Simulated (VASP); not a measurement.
Wanted: the native input for a VASP 6.6.1 run.

- Task: electric field gradients
- Functional: PBE
- Potentials or basis: VASP PAW PBE potentials, release 64 (Na_pv)
- Cutoff: 520 eV
- k mesh: 9 × 9 × 5
- Occupations: fermi-dirac, width 0.05 eV
- Spin: no spin polarisation
- Dipole correction: no
- Further INCAR settings: ALGO = Normal; EDIFF = 1e-08; NBANDS = 14

The structure of Na lies in POSCAR:

```
Na
1.0
    3.6887707041      0.0000000000      0.0000000000
   -1.8443853520      3.1945691385      0.0000000000
    0.0000000000      0.0000000000      6.2691940000
Na
2
Direct
    0.3333333333      0.6666666667      0.2500000000
    0.6666666667      0.3333333333      0.7500000000
```

One way to write it, as run:

INCAR

```
PREC = Accurate ; ENCUT = 520
EDIFF = 1E-8 ; ISMEAR = -1
SIGMA = 0.05 ; LREAL = F
LASPH = T ; NELM = 100
ALGO = Normal ; ISIF = 2
LWAVE = F ; LCHARG = F
GGA = PE ; LEFG = T
NBANDS = 14
```

KPOINTS

```
Automatic mesh
0
Gamma
  9 9 5
```

Potentials or basis: VASP PAW PBE potentials, release 64 (Na_pv).

Run with:

```sh
$ cat potpaw_PBE.64/Na_pv/POTCAR > POTCAR
$ mpirun -np 1 vasp_std > vasp.out
```

Results of the run:

The pressure is 0.0 GPa and the band gap on the k mesh is zero (band 7 reaches 2.31 eV, above the bottom of band 8 at -1.54 eV).

Caveat: without QUAD_EFG the Cq values of the log hold for a quadrupole moment of 1 mb, not for the nuclei.

It took 12 s on 1 thread of Intel(R) Xeon(R) 6975P-C (Granite Rapids), with other jobs on the host, peak memory 0.18 GiB.
